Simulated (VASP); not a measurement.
B: single point with PBEsol

B:

```
CELL_PARAMETERS angstrom
1.71047 0.00000 0.00000
-0.85524 1.48131 0.00000
0.00000 0.00000 3.25572
ATOMIC_POSITIONS crystal
B 0.33333 0.66667 0.25000
B 0.66667 0.33333 0.75000
```

```json
{
 "Program": "VASP 6.6.1",
 "Task": "single point",
 "Functional": "PBEsol",
 "Potentials or basis": "VASP PAW PBE potentials, release 64 (B)",
 "Cutoff": "520 eV",
 "k mesh": "23 × 23 × 13",
 "Occupations": "fermi-dirac, width 0.1 eV",
 "Spin": "no spin polarisation"
}
```

- Pressure: 191.1 GPa
- Band gap on the k mesh: zero (band 3 reaches 19.32 eV, above the bottom of band 4 at 10.84 eV)

Stress tensor (GPa, compression positive):
```
191.26   0.00   0.00
  0.00 191.26   0.00
  0.00   0.00 190.71
```

Levels at points of the mesh, in eV from the Fermi level:
```
           k point  band 1  band 2  band 3  band 4  band 5  band 6  band 7
(0.00, 0.00, 0.00)  -23.56  -14.91   -9.51   15.47   22.31   22.31   24.81
```

Wall time 16 s on 1 thread of Intel Xeon 6975P-C, on a shared host, peak memory 0.13 GiB.

Caveat: the PAW data sets were made with another functional, which shifts forces and pressure a little.
